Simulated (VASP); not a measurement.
A run of VASP 6.6.1 is set up as follows.

Contents of POSCAR:

```
AlGa3N4
1.0
    4.4653444522      0.0000000000      0.0000000000
    0.0000000000      4.4653444522      0.0000000000
    0.0000000000      0.0000000000      4.4653444522
Al Ga N
1 3 4
Direct
    0.0000000000      0.0000000000      0.0000000000
    0.5000000000      0.5000000000      0.0000000000
    0.5000000000      0.0000000000      0.5000000000
    0.0000000000      0.5000000000      0.5000000000
    0.7553510553      0.7553510553      0.2446489447
    0.7553510553      0.2446489447      0.7553510553
    0.2446489447      0.7553510553      0.7553510553
    0.2446489447      0.2446489447      0.2446489447
```

INCAR.step1

```
ALGO = Normal ; EDIFF = 1E-5
ENCUT = 910 ; GGA = PE
GGA_COMPAT = F ; ISMEAR = 0
LASPH = T ; LCHARG = F
LREAL = F ; LWAVE = T
NBANDS = 41 ; NELM = 120
PREC = Accurate ; SIGMA = 0.05
```

File INCAR.step2:

```
ALGO = Normal ; EDIFF = 1E-6
ENCUT = 910 ; GGA_COMPAT = F
ISIF = 2 ; ISMEAR = 0
ISTART = 1 ; LASPH = T
LCHARG = F ; LMIXTAU = T
LREAL = F ; LWAVE = F
METAGGA = R2SCAN ; NBANDS = 41
NELM = 120 ; PREC = Accurate
SIGMA = 0.05
```

KPOINTS

```
k-points
0
Gamma
  6 6 6
```

Potentials or basis: VASP PAW PBE potentials, release 64 (Al, Ga_d, N_h).

The run is started by

```sh
$ cat potpaw_PBE.64/Al/POTCAR potpaw_PBE.64/Ga_d/POTCAR potpaw_PBE.64/N_h/POTCAR > POTCAR
$ cp INCAR.step1 INCAR
$ mpirun -np 1 vasp_std > vasp.out
$ cp INCAR.step2 INCAR
$ mpirun -np 1 vasp_std > vasp.out
```

**Question.** Predict the band gap on the k mesh.

**Answer.** 2.81 eV.

**Question.** What does it give for the pressure?

**Answer.** 0.6 GPa.

**Question.** Predict the largest force.

**Answer.** 0.081 eV/Å.

Forces in eV/Å, atoms in the order of the input:
```
Al   0.000  0.000  0.000
Ga   0.000  0.000  0.000
Ga   0.000  0.000  0.000
Ga   0.000  0.000  0.000
N    0.047  0.047 -0.047
N    0.047 -0.047  0.047
N   -0.047  0.047  0.047
N   -0.047 -0.047 -0.047
```

Caveat: the cutoff is under 1.25 times the usual one of these potentials, so pressure, stress and relaxed cells hold a basis-set (Pulay) error; the PAW data sets were made with another functional, which shifts forces and pressure a little.
